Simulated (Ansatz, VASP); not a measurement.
Hg in VASP and in Ansatz

Contents of INCAR:

```
SYSTEM = Hg
ALGO = Fast
EDIFF = 1E-7
ENCUT = 520
GGA = PE
ISIF = 2
ISMEAR = 0
IVDW = 12
LASPH = .TRUE.
LCHARG = .FALSE.
LREAL = .FALSE.
LWAVE = .FALSE.
NBANDS = 19
NELM = 60
PREC = Accurate
SIGMA = 0.15
```

Contents of KPOINTS:

```
k-points
0
G
  18 18 10
  0 0 0
```

File POSCAR:

```
Hg
1.0
    3.6545188601      0.0000000000      0.0000000000
   -1.8272594301      3.1649061715      0.0000000000
    0.0000000000      0.0000000000      4.9240709811
Hg
2
Direct
    0.6666666667      0.3333333333      0.7500000000
    0.3333333333      0.6666666667      0.2500000000
```

Input for Ansatz:

```yaml
crystal:
  lattice:
    - [3.6545188601, 0.0, 0.0]
    - [-1.8272594301, 3.1649061715, 0.0]
    - [0.0, 0.0, 4.9240709811]
  atoms:
    - { symbol: Hg, position: [0.6666666667, 0.3333333333, 0.75] }
    - { symbol: Hg, position: [0.3333333333, 0.6666666667, 0.25] }
basis:
  ecutwfc: 420
kpoints:
  mp_grid: { grid: [18, 18, 10] }
hamiltonian:
  xc: pbe
  dispersion: d3bj
scf:
  occupations: { method: gaussian, width: 0.15 }
output:
  forces: true
  stress: true
  eigenvalues: true
  write_density: true
  write_potential: true
  elf: true
  volumetric_format: npy
```

Alike in both runs: task single point; functional PBE; dispersion D3(BJ); k mesh 18 × 18 × 10; occupations gaussian, width 0.15 eV; no spin polarisation.

|  | VASP | Ansatz |
| --- | --- | --- |
| version | VASP 6.6.1 | Ansatz 0.2.0 |
| potentials or method | VASP PAW PBE potentials, release 64 (Hg), cutoff 520 eV | scalar-relativistic, plane waves, PAW |
| valence electrons in the cell | 24 | 40 |

|  | VASP | Ansatz | Ansatz less VASP |
| --- | --- | --- | --- |
| gap on the k mesh at the Fermi level (eV) | none | none | - |
| pressure (GPa) | -1.3 | -1.4 | -0.13 |
| traceless stress, the component that is largest in VASP (GPa) | 0.08 | 0.00 | -0.085 |

A gap of «none» marks a metal or a gap that the smearing closes. VASP's potentials hold 24 valence electrons a cell and Ansatz's 40, so a difference there can come from the potentials and not from the codes.

Spin-orbit coupling is off throughout.
